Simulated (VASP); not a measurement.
A run of VASP 6.6.1:

The input INCAR:

```
  PREC = Accurate
  ENCUT = 520
  EDIFF = 1E-6
  ISMEAR = 0
  SIGMA = 0.1
  LREAL = F
  LASPH = T
  NELM = 60
  ALGO = Fast
  ISIF = 2
  LWAVE = F
  LCHARG = F
  GGA = PS
  NBANDS = 28
```

KPOINTS

```
regular mesh
0
Gamma
  10 10 8
```

File POSCAR:

```
Li2Ga
1.0
    2.1263278904     -4.4741544705      0.0000000000
    2.1263278904      4.4741544705      0.0000000000
    0.0000000000      0.0000000000      4.1490153737
Li Ga
4 2
Direct
    0.5895084155      0.4104915845      0.7500000000
    0.4104915845      0.5895084155      0.2500000000
    0.2425125899      0.7574874101      0.7500000000
    0.7574874101      0.2425125899      0.2500000000
    0.9194822812      0.0805177188      0.7500000000
    0.0805177188      0.9194822812      0.2500000000
```

Potentials or basis: VASP PAW PBE potentials, release 64 (Li_sv, Ga_d).

Run with:

```console
$ cat potpaw_PBE.64/Li_sv/POTCAR potpaw_PBE.64/Ga_d/POTCAR > POTCAR
$ mpirun -np 1 vasp_std > vasp.out
```

Hardware: 1 thread of Intel(R) Xeon(R) Platinum 8259CL CPU @ 2.50GHz (Skylake/Cascade Lake), with other jobs on the host.

Task: How long does it take, and how much memory?

Result: Wall time 12 min on 1 thread of Intel(R) Xeon(R) Platinum 8259CL CPU @ 2.50GHz (Skylake/Cascade Lake) (shared host), peak memory 0.41 GiB. Counts: scf iterations 27, k points 155.
